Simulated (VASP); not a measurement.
Set up this calculation in VASP 6.6.1, as the native input.

* Task: single point
* Functional: PBE
* Potentials or basis: VASP PAW PBE potentials, release 64 (Al, Sc_sv, N)
* Cutoff: 520 eV
* k mesh: 4 × 4 × 5
* Occupations: gaussian, width 0.01 eV
* Spin: no spin polarisation
* Dipole correction: no
* Further INCAR settings: LREAL = Auto; ALGO = Normal; EDIFF = 1e-07; NBANDS = 54

The structure of ScAl3N4 lies in POSCAR:

```
ScAl3N4
1.0
    6.4803570441     -0.0157506844      0.0000000000
   -3.2538190149      5.6357798524      0.0000000000
    0.0000000000      0.0000000000      5.0527970385
Al Sc N
6 2 8
Direct
    0.3351902987      0.1643643502      0.4994553577
    0.1697954971      0.8348977485     -0.0044269608
    0.3351902987      0.6708259484      0.4994553577
    0.6648097013      0.3356356498     -0.0005446423
    0.6648097013      0.8291740516     -0.0005446423
    0.8302045029      0.6651022514      0.4955730392
    0.1774977064      0.3387488532     -0.0088041848
    0.8225022936      0.1612511468      0.4911958152
    0.1823423944      0.3411711972      0.4130392984
    0.3452763821      0.1546919245      0.8751497757
    0.1649135222      0.8324567611      0.3789815806
    0.3452763821      0.6905844576      0.8751497757
    0.6547236179      0.3453080755      0.3751497757
    0.8176576056      0.1588288028      0.9130392984
    0.6547236179      0.8094155424      0.3751497757
    0.8350864778      0.6675432389      0.8789815806
```

One way to write it, as run:

INCAR

```
PREC = Accurate ; ENCUT = 520
EDIFF = 1E-7 ; ISMEAR = 0
SIGMA = 0.01 ; LREAL = Auto
LASPH = T ; NELM = 100
ALGO = Normal ; ISIF = 2
LWAVE = F ; LCHARG = F
GGA = PE ; NBANDS = 54
```

KPOINTS

```
regular mesh
0
Gamma
  4 4 5
```

Potentials or basis: VASP PAW PBE potentials, release 64 (Al, Sc_sv, N).

The run is started by

```console
$ cat potpaw_PBE.64/Al/POTCAR potpaw_PBE.64/Sc_sv/POTCAR potpaw_PBE.64/N/POTCAR > POTCAR
$ mpirun -np 1 vasp_std > vasp.out
```

It gave:

The pressure is 0.1 GPa. The largest force is 0.070 eV/Å and the band gap on the k mesh is 3.70 eV (least direct gap 3.72 eV).

Run time: 16 min on 1 thread of Intel Xeon 8259CL, on a shared host, peak memory 0.37 GiB.
